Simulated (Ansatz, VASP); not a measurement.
# HfO2 in VASP and in Ansatz

```
CELL_PARAMETERS angstrom
0.00000 -2.52207 -2.52207
0.00000 2.52207 -2.52207
5.04413 0.00000 0.00000
ATOMIC_POSITIONS crystal
Hf 0.00480 0.99520 0.00000
Hf 0.49520 0.50480 0.50000
O 0.99981 0.49981 0.66991
O 0.50019 0.00019 0.33009
O 0.99981 0.49981 0.16991
O 0.50019 0.00019 0.83009
```

Change from the starting cell: mode 1 frozen in at -0.404 Å and mode 5 at -0.024 Å (largest displacements).

Alike in both runs: task single point; functional PBEsol; k mesh 6 × 6 × 6; occupations gaussian, width 0.05 eV; no spin polarisation.

```csv
,VASP,Ansatz
version,VASP 6.6.1,Ansatz 0.2.0
potentials or method,"VASP PAW PBE potentials, release 64 (Hf_pv, O), cutoff 520 eV","scalar-relativistic, plane waves, PAW"
valence electrons in the cell,44,76
```

|  | VASP | Ansatz | Ansatz less VASP |
| --- | --- | --- | --- |
| gap on the k mesh at the Fermi level (eV) | 4.30 | 4.34 | +0.034 |
| least direct gap on the mesh (eV) | 4.46 | 4.50 | +0.039 |
| pressure (GPa) | 13.5 | 16.7 | +3.11 |
| traceless stress, the component that is largest in VASP (GPa) | 6.44 | 6.17 | -0.278 |
| rms of the force components (eV/Å) | 0.670 | 0.683 | +0.0128 |

VASP's potentials were made for PBE, not for PBEsol, and Ansatz warns of the same on its side. Atom by atom the forces differ by 0.015 eV/Å (rms over components). With one functional, cell and mesh, what is left measures potentials, basis and numerics. VASP's potentials hold 44 valence electrons a cell and Ansatz's 76, so a difference there can come from the potentials and not from the codes.

Neither program's run includes spin-orbit coupling.
